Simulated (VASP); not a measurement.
A run of VASP 6.6.1 is set up as follows.

The input POSCAR:

```
B
1.0
    2.3236693452      0.0000000000      0.0000000000
    0.0000000000      2.3236693452      0.0000000000
    0.0000000000      0.0000000000      1.5780151781
B
1
Direct
    0.5000000000      0.5000000000      0.5000000000
```

File INCAR.step1:

```
PREC = Accurate ; ENCUT = 520
EDIFF = 1E-5 ; ISMEAR = -1
SIGMA = 0.05 ; LREAL = False
LASPH = True ; NELM = 60
ALGO = Normal ; ISIF = 2
LWAVE = True ; LCHARG = False
GGA = PE ; NBANDS = 8
```

Contents of INCAR.step2:

```
PREC = Accurate ; ENCUT = 520
EDIFF = 1E-6 ; ISMEAR = -1
SIGMA = 0.05 ; LREAL = False
LASPH = True ; NELM = 60
ALGO = Normal ; ISIF = 2
LWAVE = False ; LCHARG = False
GGA = PS ; LHFCALC = True
AEXX = 0.25 ; PRECFOCK = Normal
ISTART = 1 ; NBANDS = 8
```

The input KPOINTS:

```
regular mesh
0
Gamma
  6 6 8
```

Potentials or basis: VASP PAW PBE potentials, release 64 (B).

Launch:

```bash
$ cat potpaw_PBE.64/B/POTCAR > POTCAR
$ cp INCAR.step1 INCAR
$ mpirun -np 1 vasp_std > vasp.out
$ cp INCAR.step2 INCAR
$ mpirun -np 1 vasp_std > vasp.out
```

Problem. Predict the pressure.

Solution. -0.1 GPa.

Stress tensor (GPa, compression positive):
```
-0.28  0.00  0.00
 0.00 -0.28  0.00
 0.00  0.00  0.28
```

Caveat: the k points lie up to 0.50 Å⁻¹ apart; the PAW data sets were made with another functional, which shifts forces and pressure a little.
